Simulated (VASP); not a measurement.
Runs of VASP 6.6.1 on MgZn2TeSe2. The structure is that of space group P4/mmm (No. 123), or close to it. The cells are those of the table. 

| task | cell | k mesh | cutoff (eV) | gap on the mesh (eV) | pressure (GPa) | largest force (eV/Å) |
| --- | --- | --- | --- | --- | --- | --- |
| single point | a = 5.606, b = 5.606, c = 5.327 Å, 6 atoms | 4 × 4 × 4 | 520 | none | 0.0 | - |
| relaxation of cell and atoms | relaxed from a = 4.543, b = 4.543, c = 5.977 Å, 6 atoms | 4 × 4 × 4 | 600 | none | -0.1 | 0.01 |
| single point | a = 4.543, b = 4.543, c = 5.977 Å, 6 atoms | 4 × 4 × 4 | 520 | none | (a) | 0.83 |
| single point | a = 5.593, b = 5.593, c = 5.360 Å, 6 atoms | 8 × 8 × 8 | 520 | none | 0.0 | - |

Alike in all rows: level PBE; potentials or basis VASP PAW PBE potentials, release 64 (Mg, Zn, Te, Se); no spin polarisation; smearing gaussian 0.1 eV.

**Question.** Estimate the missing entries.

**Answer.** (a) 33.7.

Caveats: spin-orbit coupling is left out, which moves the levels of the heavy elements.

A k mesh can miss the band edges, and the runs leave out spin-orbit coupling on Se, Te.

A gap of «none» marks levels without a gap at the run's occupations.
